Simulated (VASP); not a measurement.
# Al8HRu8 (a cell with a defect) (H interstitial hop) in VASP: single point with PBE

Aim: the single point of Al8HRu8 (a cell with a defect) (H interstitial hop) with PBE.

Program: VASP 6.6.1. These are calculated values, not measurements. Logs are shortened: lines on timing, memory, paths and dates and some standing lists are left out, and cuts for length are marked.

**1. The cell of the first run**

The cell holds a defect, 17 atoms: a = 6.188 Å, b = 6.188 Å, c = 6.188 Å, α = 90.00°, β = 90.00°, γ = 90.00°.

**2. Single point, PBE**

INCAR

```
ALGO = Normal ; EDIFF = 1E-6
ENCUT = 520 ; GGA = PE
ISIF = 2 ; ISMEAR = -1
LASPH = T ; LCHARG = T
LELF = T ; LREAL = Auto
LVHAR = T ; LWAVE = F
NBANDS = 82 ; NELM = 60
PREC = Accurate ; SIGMA = 1.0
```

KPOINTS

```
k-points
0
Gamma
  3 3 3
```

POSCAR

```
Al8HRu8
1.0
    6.1881700300      0.0000000000      0.0000000000
    0.0000000000      6.1881700300      0.0000000000
    0.0000000000      0.0000000000      6.1881700300
Al Ru H
8 8 1
Direct
   -0.0009002661      0.0042990092     -0.0092914383
   -0.0009023669      0.0042896365      0.5097014117
   -0.0009020437      0.4960615150     -0.0006345979
   -0.0009051141      0.4960590910      0.5010545904
    0.4990956915      0.0005694737     -0.0031705658
    0.4991023170      0.0005691505      0.5035874879
    0.4990979538      0.4937042753     -0.0038546129
    0.4991010242      0.4937037905      0.5042746054
    0.2484598827      0.2473354792      0.2502109658
    0.2500540535      0.2495891342      0.7502069235
    0.2646376864      0.7439357642      0.2502129050
    0.2478614829      0.7475129121      0.7502074082
    0.7497332778      0.2473332169      0.2502061179
    0.7481439549      0.2495894574      0.7502095090
    0.7335598372      0.7439347946      0.2502085419
    0.7503345864      0.7475175985      0.7502099938
   -0.0009015589     -0.1747537632      0.2501823629
```

Potentials or basis: VASP PAW PBE potentials, release 64 (Al, Ru_pv, H).

The run is started by

```
$ cat potpaw_PBE.64/Al/POTCAR potpaw_PBE.64/Ru_pv/POTCAR potpaw_PBE.64/H/POTCAR > POTCAR
$ mpirun -np 1 vasp_std > vasp.out
```

OUTCAR:

```text
EDIFF = 1E-6
   ENCUT = 520
   GGA = PE
   ISIF = 2
   ISMEAR = -1
   LASPH = T
   LREAL = Auto
   NELM = 60
   PREC = Accurate

 ion  position               nearest neighbor table
   1  0.999  0.004  0.991-  17 1.95  14 2.63  10 2.63  16 2.67  12 2.67  13 2.69   9 2.69  15 2.81
                            11 2.81   2 2.98   3 3.04   5 3.09   5 3.09   3 3.15   2 3.21
   2  0.999  0.004  0.510-  17 1.95  10 2.63  14 2.63  16 2.67  12 2.67   9 2.69  13 2.69  11 2.81
                            15 2.81   1 2.98   4 3.04   6 3.09   6 3.09   4 3.15   1 3.21
   3  0.999  0.496  0.999-  14 2.67  10 2.67   9 2.68  13 2.68  12 2.68  16 2.68  15 2.73  11 2.73
                             1 3.04   4 3.08   7 3.09   7 3.09   4 3.10   1 3.15
   4  0.999  0.496  0.501-  14 2.67  10 2.67   9 2.68  13 2.68  12 2.68  16 2.68  15 2.73  11 2.73
                             2 3.04   3 3.08   8 3.09   8 3.09   3 3.10   2 3.15
   5  0.499  0.001  0.997-  10 2.66  14 2.66  11 2.66  15 2.66  13 2.68   9 2.68  16 2.68  12 2.68
                             7 3.05   6 3.05   1 3.09   1 3.09   6 3.14   7 3.14
   6  0.499  0.001  0.504-  14 2.66  10 2.66  15 2.66  11 2.66  13 2.68   9 2.68  16 2.68  12 2.68
                             8 3.05   5 3.05   2 3.09   2 3.09   5 3.14   8 3.14
   7  0.499  0.494  0.996-  14 2.64  10 2.64  15 2.64  11 2.64  12 2.68  16 2.68  13 2.68   9 2.68
                             8 3.04   5 3.05   3 3.09   3 3.09   5 3.14   8 3.14
   8  0.499  0.494  0.504-  14 2.64  10 2.64  15 2.64  11 2.64  12 2.68  16 2.68  13 2.68   9 2.68
                             7 3.04   6 3.05   4 3.09   4 3.09   6 3.14   7 3.14
   9  0.248  0.247  0.250-   4 2.68   3 2.68   5 2.68   6 2.68   7 2.68   8 2.68   2 2.69   1 2.69
                            11 3.07  13 3.09  10 3.09  10 3.09  13 3.10  11 3.12
  10  0.250  0.250  0.750-   1 2.63   2 2.63   8 2.64   7 2.64   5 2.66   6 2.66   4 2.67   3 2.67
                            12 3.08  14 3.08   9 3.09   9 3.09  14 3.11  12 3.11
  11  0.265  0.744  0.250-  17 1.72   8 2.64   7 2.64   6 2.66   5 2.66   4 2.73   3 2.73   2 2.81
                             1 2.81  15 2.90   9 3.07  12 3.10  12 3.10   9 3.12  15 3.29
  12  0.248  0.748  0.750-   2 2.67   1 2.67   3 2.68   4 2.68   5 2.68   6 2.68   8 2.68   7 2.68
                            16 3.08  10 3.08  11 3.10  11 3.10  10 3.11  16 3.11
  13  0.750  0.247  0.250-   3 2.68   4 2.68   6 2.68   5 2.68   7 2.68   8 2.68   1 2.69   2 2.69
                            15 3.07   9 3.09  14 3.09  14 3.09   9 3.10  15 3.12
  14  0.748  0.250  0.750-   1 2.63   2 2.63   8 2.64   7 2.64   6 2.66   5 2.66   4 2.67   3 2.67
                            16 3.08  10 3.08  13 3.09  13 3.09  10 3.11  16 3.11
  15  0.734  0.744  0.250-  17 1.72   7 2.64   8 2.64   6 2.66   5 2.66   3 2.73   4 2.73   2 2.81
                             1 2.81  11 2.90  13 3.07  16 3.10  16 3.10  13 3.12  11 3.29
  16  0.750  0.748  0.750-   2 2.67   1 2.67   4 2.68   3 2.68   6 2.68   5 2.68   8 2.68   7 2.68
                            12 3.08  14 3.08  15 3.10  15 3.10  14 3.11  12 3.11
  17  0.999  0.825  0.250-  15 1.72  11 1.72   1 1.95   2 1.95

  LATTYP: Found a simple cubic cell.
 ALAT       =     6.1881700300

  Lattice vectors:

 A1 = (   6.1881700300,   0.0000000000,   0.0000000000)
 A2 = (   0.0000000000,   6.1881700300,   0.0000000000)
 A3 = (   0.0000000000,   0.0000000000,   6.1881700300)

Analysis of symmetry for initial positions (statically):
=====================================================================
 Subroutine PRICEL returns:
 Original cell was already a primitive cell.

 Routine SETGRP: Setting up the symmetry group for a
 simple cubic supercell.

 Subroutine GETGRP returns: Found  2 space group operations
 (whereof  1 operations were pure point group operations)
 out of a pool of 48 trial point group operations.

The static configuration has the point symmetry C_1 .
 The point group associated with its full space group is C_1h.

Analysis of symmetry for dynamics (positions and initial velocities):
=====================================================================
 Subroutine PRICEL returns:
 Original cell was already a primitive cell.

 Routine SETGRP: Setting up the symmetry group for a
 simple cubic supercell.

 Subroutine GETGRP returns: Found  2 space group operations
 (whereof  1 operations were pure point group operations)
 out of a pool of 48 trial point group operations.

The dynamic configuration has the point symmetry C_1 .
 The point group associated with its full space group is C_1h.

 Subroutine INISYM returns: Found  2 space group operations
 (whereof  1 operations are pure point group operations),
 and found     1 'primitive' translations

----------------------------------------------------------------------------------------

                                     Primitive cell

  volume of cell :     236.9664

  direct lattice vectors                    reciprocal lattice vectors
     6.188170030  0.000000000  0.000000000     0.161598662  0.000000000  0.000000000
     0.000000000  6.188170030  0.000000000     0.000000000  0.161598662  0.000000000
     0.000000000  0.000000000  6.188170030     0.000000000  0.000000000  0.161598662

  length of vectors
     6.188170030  6.188170030  6.188170030     0.161598662  0.161598662  0.161598662

  position of ions in fractional coordinates (direct lattice)
     0.999099734  0.004299009  0.990708562
     0.999097633  0.004289636  0.509701412
     0.999097956  0.496061515  0.999365402
     0.999094886  0.496059091  0.501054590
     0.499095692  0.000569474  0.996829434
     0.499102317  0.000569150  0.503587488
[... 9 lines left out ...]
     0.750334586  0.747517598  0.750209994
     0.999098441  0.825246237  0.250182363

  ion indices of the primitive-cell ions
   primitive index   ion index
                 1           1
                 2           2
                 3           3
                 4           4
                 5           5
                 6           6
[... 9 lines left out ...]
                16          16
                17          17

----------------------------------------------------------------------------------------

 KPOINTS: k-points

Automatic generation of k-mesh.
 Grid dimensions read from file:
 generate k-points for:    3    3    3

 Generating k-lattice:

  Cartesian coordinates                     Fractional coordinates (reciprocal lattice)
     0.053866221  0.000000000  0.000000000     0.333333333  0.000000000  0.000000000
     0.000000000  0.053866221  0.000000000     0.000000000  0.333333333  0.000000000
     0.000000000  0.000000000  0.053866221     0.000000000  0.000000000  0.333333333

  Length of vectors
     0.053866221  0.053866221  0.053866221

  Shift w.r.t. Gamma in fractional coordinates (k-lattice)
     0.000000000  0.000000000  0.000000000

 Subroutine IBZKPT returns following result:
 ===========================================

 Found     10 irreducible k-points:

 Following reciprocal coordinates:
            Coordinates               Weight
  0.000000  0.000000  0.000000      1.000000
  0.333333  0.000000  0.000000      2.000000
  0.000000  0.333333  0.000000      2.000000
  0.000000  0.000000  0.333333      2.000000
  0.333333  0.333333  0.000000      4.000000
  0.000000  0.333333  0.333333      2.000000
  0.333333  0.000000  0.333333      4.000000
  0.000000 -0.333333  0.333333      2.000000
  0.333333  0.333333  0.333333      4.000000
 -0.333333 -0.333333  0.333333      4.000000
   k-points           NKPTS =     10   k-points in BZ     NKDIM =     10   number of bands    NBANDS=     82
   number of dos      NEDOS =    301   number of ions     NIONS =     17
   total plane-waves  NPLWV = 110592
   dimension x,y,z NGX =    48 NGY =   48 NGZ =   48
   dimension x,y,z NGXF=    96 NGYF=   96 NGZF=   96
   ions per type =               8   8   1
   NGX,Y,Z   is equivalent  to a cutoff of  12.90, 12.90, 12.90 a.u.
   NGXF,Y,Z  is equivalent  to a cutoff of  25.79, 25.79, 25.79 a.u.
 SYSTEM =  unknown system
   PREC   = accura    normal or accurate (medium, high low for compatibility)
   ISTART =      0    job   : 0-new  1-cont  2-samecut
   ICHARG =      2    charge: 1-file 2-atom 10-const
   ISPIN  =      1    spin polarized calculation?
   LNONCOLLINEAR =      F non collinear calculations
   LSORBIT =      F    spin-orbit coupling
   LASPH  =      T    aspherical Exc in radial PAW
   ENCUT  =  520.0 eV  38.22 Ry    6.18 a.u.  11.51 11.51 11.51*2*pi/ulx,y,z
   NELM   =     60;   NELMIN=  2; NELMDL= -5     # of ELM steps
   EDIFF  = 0.1E-05   stopping-criterion for ELM
   LREAL  =      T    real-space projection
   EDIFFG = 0.1E-04   stopping-criterion for IOM
   NSW    =      0    number of steps for IOM
   IBRION =     -1    ionic relax: 0-MD 1-quasi-New 2-CG
   NFREE  =      0    steps in history (QN), initial steepest desc. (CG)
   ISIF   =      2    stress and relaxation
   ISYM   =      2    0-nonsym 1-usesym 2-fastsym
   POTIM  = 0.5000    time-step for ionic-motion
   TEBEG  =    0.0;   TEEND  =   0.0 temperature during run
   PSTRESS=    0.0 pullay stress
   NELECT =     137.0000    total number of electrons
   NUPDOWN=      -1.0000    fix difference up-down
   EMIN   =  10.00;   EMAX   =-10.00  energy-range for DOS
   EFERMI =   0.00;   METHOD = LEGACY
   ISMEAR =    -1;   SIGMA  =   1.00  broadening in eV -4-tet -1-fermi 0-gaus
   EFERMI_NEDOS =   21; number of points for ismear=-14 and -15
   IALGO  =     38    algorithm
   IMIX   =      4    mixing-type and parameters
     AMIX     =   0.40;   BMIX     =  1.00
     AMIX_MAG =   1.60;   BMIX_MAG =  1.00
  volume/ion in A,a.u.               =      13.94        94.07
  Fermi-wavevector in a.u.,A,eV,Ry     =   1.363807  2.577221 25.306406  1.859968
  Thomas-Fermi vector in A             =   2.490177
   LORBIT       =      0    0 simple, 1 ext, 2 COOP (PROOUT), +10 PAW based schemes
   GGA     = PE    functional components
   LHFCALC =     F    Hartree Fock is set to
   AEXX    =    0.0000 exact exchange contribution
   IVDW    =     0    specifies the selected vdW correction
   LEPSILON=     F    determine dielectric tensor
   LRPA    =     F    only Hartree local field effects (RPA)
 non-spin polarized calculation
  energy-cutoff  :      520.00
  volume of cell :      236.97
 maximum number of plane-waves:      6403
 NGX is ok and might be reduce to    48
   NGX = 23   NGY = 23   NGZ = 23

 number of electron     137.0000020 magnetization

 Free energy of the ion-electron system (eV)
  ---------------------------------------------------
  ext. energy  EPLUGINS =         0.00000000
  ---------------------------------------------------
  free energy    TOTEN  =      -133.65757915 eV

  energy without entropy =     -101.08863179  energy(sigma->0) =     -117.37310547

 E-fermi :  10.3005     XC(G=0): -12.0989

 val. band max:       10.2036168263   @ k =   0.0000   0.3333   0.0000
 cond. band min:      10.4769908603   @ k =   0.0000   0.0000   0.0000
 fundamental gap:      0.2733740340
 Fermi energy:        10.3005323897

 k-point     1 :       0.0000    0.0000    0.0000
  band No.  band energies     occupation
      1     -32.6335      2.00000
      2     -32.4688      2.00000
      3     -32.4415      2.00000
      4     -32.4391      2.00000
      5     -32.4200      2.00000
      6     -32.4186      2.00000
[... 72 lines left out ...]
     79      12.3531      0.22758
     80      13.3268      0.09251

 k-point     2 :       0.3333    0.0000    0.0000
  band No.  band energies     occupation
      1     -32.5989      2.00000
      2     -32.4966      2.00000
      3     -32.4367      2.00000
      4     -32.4353      2.00000
      5     -32.4239      2.00000
      6     -32.4145      2.00000
[... 656 lines left out ...]
 k-point    10 :      -0.3333   -0.3333    0.3333
  band No.  band energies     occupation
      1     -32.5980      2.00000
      2     -32.4928      2.00000
      3     -32.4095      2.00000
      4     -32.4058      2.00000
      5     -32.3938      2.00000
      6     -32.3885      2.00000
[... 72 lines left out ...]
     79      13.6179      0.06996
     80      13.8517      0.05578
 [bands above 80 left out]

------------------------ aborting loop because EDIFF is reached ----------------------------------------

  FORCE on cell =-STRESS in cart. coord.  units (eV):
  Direction    XX          YY          ZZ          XY          YZ          ZX
  --------------------------------------------------------------------------------------
  -------------------------------------------------------------------------------------
  Total        3.2467643      1.8426833      1.8562024      0.0000000     -0.0001531      0.0000000
  in kB       21.9520268     12.4587529     12.5501579      0.0000000     -0.0010353      0.0000000
  external PRESSURE =      15.6536459 kB  Pullay stress =       0.0000000 kB

 VOLUME and BASIS-vectors are now :
 -----------------------------------------------------------------------------
  energy-cutoff  :      520.00
  volume of cell :      236.97
      direct lattice vectors                 reciprocal lattice vectors
     6.188170030  0.000000000  0.000000000     0.161598662  0.000000000  0.000000000
     0.000000000  6.188170030  0.000000000     0.000000000  0.161598662  0.000000000
     0.000000000  0.000000000  6.188170030     0.000000000  0.000000000  0.161598662

 POSITION                                       TOTAL-FORCE (eV/Angst)
 -----------------------------------------------------------------------------------
      6.18260      0.02660      6.13067         0.000000     -0.001847      0.006183
      6.18259      0.02655      3.15412         0.000000     -0.001896     -0.004705
      6.18259      3.06971      6.18424         0.000000     -0.000184     -0.001562
      6.18257      3.06970      3.10061         0.000000      0.000135      0.000498
      3.08849      0.00352      6.16855         0.000000     -0.002091     -0.000258
      3.08853      0.00352      3.11629         0.000000     -0.003002     -0.000455
[... 9 lines left out ...]
      4.64320      4.62577      4.64243         0.001056      0.003595     -0.000185
      6.18259      5.10676      1.54817         0.000000     -0.004397      0.000381
 -----------------------------------------------------------------------------------
    total drift:                                0.019202      0.020382     -0.004469

  FREE ENERGIE OF THE ION-ELECTRON SYSTEM (eV)
  ---------------------------------------------------
  free  energy   TOTEN  =      -133.6575791521 eV

  energy  without entropy=     -101.0886317949  energy(sigma->0) =     -117.37310547
```

It took 7.8 min on 1 thread of Intel Xeon Platinum 8488C (Sapphire Rapids), shared host; peak memory 0.43 GiB.

Results:

| Quantity | Value |
| --- | --- |
| Free energy | -133.6576 eV |
| Pressure | 1.6 GPa |
| Largest force | 0.008 eV/Å |

Forces on the atoms (eV/Å):
```
Al   0.000 -0.002  0.006
Al   0.000 -0.002 -0.005
Al   0.000  0.000 -0.002
Al   0.000  0.000  0.000
Al   0.000 -0.002  0.000
Al   0.000 -0.003  0.000
Al   0.000  0.003  0.002
Al   0.000  0.002 -0.002
Ru  -0.001  0.006  0.000
Ru  -0.002 -0.003  0.000
Ru   0.008 -0.002  0.001
Ru  -0.001  0.004  0.000
Ru   0.001  0.006  0.000
Ru   0.002 -0.003  0.000
Ru  -0.008 -0.002  0.001
Ru   0.001  0.004  0.000
H    0.000 -0.004  0.000
```

Stress tensor (GPa, compression positive):
```
2.20 0.00 0.00
0.00 1.25 0.00
0.00 0.00 1.26
```
